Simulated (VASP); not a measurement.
Runs of VASP 6.6.1 on ScGa5S. The structure is that of space group Cmmm (No. 65), or close to it. The cells are those of the table. 

```csv
cell,k mesh,gap on the mesh (eV),pressure (GPa),largest force (eV/Å)
"a = 6.059, b = 6.059, c = 5.116 Å, angles 90.0, 90.0, 71.5°, 7 atoms",3 × 3 × 3,none,0.1,0.04
"a = 6.974, b = 6.974, c = 4.758 Å, angles 90.0, 90.0, 87.8°, 7 atoms",3 × 3 × 4,none,0.1,0.01
"a = 5.713, b = 5.713, c = 5.447 Å, angles 90.0, 90.0, 124.5°, 7 atoms",3 × 3 × 4,none,(a),0.07
"a = 5.808, b = 5.808, c = 5.079 Å, angles 90.0, 90.0, 124.0°, 7 atoms",4 × 4 × 3,none,0.1,0.01
```

Alike in all rows: task single point; level PBE; potentials or basis VASP PAW PBE potentials, release 64 (Sc_sv, Ga_d, S); no spin polarisation; cutoff (eV) 520; smearing gaussian 0.2 eV.

Q: Fill in the values left out.

A: (a) 0.5.

Caveats: some runs use coarse meshes.

A k mesh can miss the band edges, and the runs leave out spin-orbit coupling on Ga.

A gap of «none» marks levels without a gap at the run's occupations.
